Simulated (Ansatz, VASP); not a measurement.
One calculation of Si, two programs

```
Si
1.0
     2.49626    0.00000    0.00000
     0.00000    2.49626    0.00000
     0.00000    0.00000    2.49626
Si
1
Direct
  0.00000 0.00000 0.00000
```

Alike in both runs: task relaxation of cell and atoms; functional r2SCAN; k mesh 16 × 16 × 16; occupations gaussian, width 0.1 eV; no spin polarisation.

```csv
,VASP,Ansatz
version,VASP 6.6.1,Ansatz 0.2.0
potentials or method,"VASP PAW PBE potentials, release 64 (Si), cutoff 600 eV","scalar-relativistic, plane waves, PAW"
valence electrons in the cell,4,4
```

|  | VASP | Ansatz | Ansatz less VASP |
| --- | --- | --- | --- |
| gap on the k mesh at the Fermi level, each at its own relaxed structure (eV) | none | none | - |
| relaxed volume (Å³/atom) | 16.05 | 16.06 | +0.007 |
| relaxed length of the cell vector where the two differ most in proportion (Å) | 2.523 | 2.523 | +0.0004 |

VASP's potentials were made for PBE, not for r2SCAN. A gap of «none» marks a metal or a gap that the smearing closes.
